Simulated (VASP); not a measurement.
Write the native input for VASP 6.6.1 that does the following.

```yaml
Task: single point
Functional: PBE
Dispersion: D3(BJ)
Potentials_or_basis: VASP PAW PBE potentials, release 64 (Al, P)
Cutoff: 520 eV
k_mesh: 12 × 4 × 8
Occupations: gaussian, width 0.1 eV
Spin: no spin polarisation
Dipole_correction: no
Further_INCAR_settings: ALGO = Normal; EDIFF = 1e-07; NBANDS = 32
```

The structure of AlP8 lies in POSCAR:

```
AlP8
1.0
    3.2173181660      0.0000000000      0.0000000000
    0.0000000000     10.9556811387      0.0000000000
    0.0000000000      0.0000000000      4.5216479036
Al P
1 8
Direct
    0.0000000000      0.0000000000      0.7055050613
    0.5000000000      0.8508083972      0.4336443945
    0.0000000000      0.8398692474      0.0750519652
    0.5000000000      0.6496063919      0.5649224631
    0.0000000000      0.6458467623      0.9036286516
    0.5000000000      0.3503936081      0.5649224631
    0.0000000000      0.3541532377      0.9036286516
    0.5000000000      0.1491916028      0.4336443945
    0.0000000000      0.1601307526      0.0750519652
```

These files were run (other wordings do the same):

INCAR

```
ALGO = Normal
EDIFF = 1E-7
ENCUT = 520
GGA = PE
ISIF = 2
ISMEAR = 0
IVDW = 12
LASPH = T
LCHARG = T
LELF = T
LREAL = F
LVHAR = T
LWAVE = F
NBANDS = 32
NELM = 100
PREC = Accurate
SIGMA = 0.1
```

KPOINTS

```
k-points
0
Gamma
  12 4 8
```

Potentials or basis: VASP PAW PBE potentials, release 64 (Al, P).

The run is started by

```bash
$ cat potpaw_PBE.64/Al/POTCAR potpaw_PBE.64/P/POTCAR > POTCAR
$ mpirun -np 1 vasp_std > vasp.out
```

It gave:

```yaml
Pressure: -0.3 GPa
Largest_force: 0.063 eV/Å
Dispersion_energy_per_atom: -0.388 eV
```

Run time: 5.4 min on 1 thread of AMD EPYC 9R45 96-Core Processor (Zen 5) (shared host), peak memory 0.49 GiB.
